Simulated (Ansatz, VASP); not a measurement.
Cd3TeO2 in VASP and in Ansatz

```
CELL_PARAMETERS angstrom
6.70438 0.00000 0.00000
0.00000 6.70438 0.00000
0.00000 0.00000 6.70438
ATOMIC_POSITIONS crystal
Cd 0.00000 0.50000 0.50000
Cd 0.50000 0.00000 0.50000
Cd 0.50000 0.50000 0.00000
Cd 0.00000 0.50000 0.00000
Cd 0.50000 0.00000 0.00000
Cd 0.00000 0.00000 0.50000
Te 0.00000 0.00000 0.00000
Te 0.50000 0.50000 0.50000
O 0.25000 0.25000 0.25000
O 0.75000 0.75000 0.25000
O 0.75000 0.25000 0.75000
O 0.25000 0.75000 0.75000
```

Alike in both runs: task relaxation of cell and atoms; functional PBE; k mesh 4 × 4 × 4; occupations gaussian, width 0.1 eV; no spin polarisation.

```csv
,VASP,Ansatz
version,VASP 6.6.1,Ansatz 0.2.0
potentials or method,"VASP PAW PBE potentials, release 64 (Cd, Te, O), cutoff 600 eV","scalar-relativistic, plane waves, PAW"
valence electrons in the cell,108,176
```

|  | VASP | Ansatz | Ansatz less VASP |
| --- | --- | --- | --- |
| gap on the k mesh at the Fermi level, each at its own relaxed structure (eV) | none | none | - |
| relaxed volume (Å³/atom) | 19.34 | 19.19 | -0.142 |
| relaxed length of the cell vector where the two differ most in proportion (Å) | 6.145 | 6.130 | -0.0150 |

A gap of «none» marks a metal or a gap that the smearing closes. VASP's potentials hold 108 valence electrons a cell and Ansatz's 176, so a difference there can come from the potentials and not from the codes.

Neither program's run includes spin-orbit coupling. Noted on VASP's run: the volume moved by over 15 % at a fixed basis, so the end points are rough.
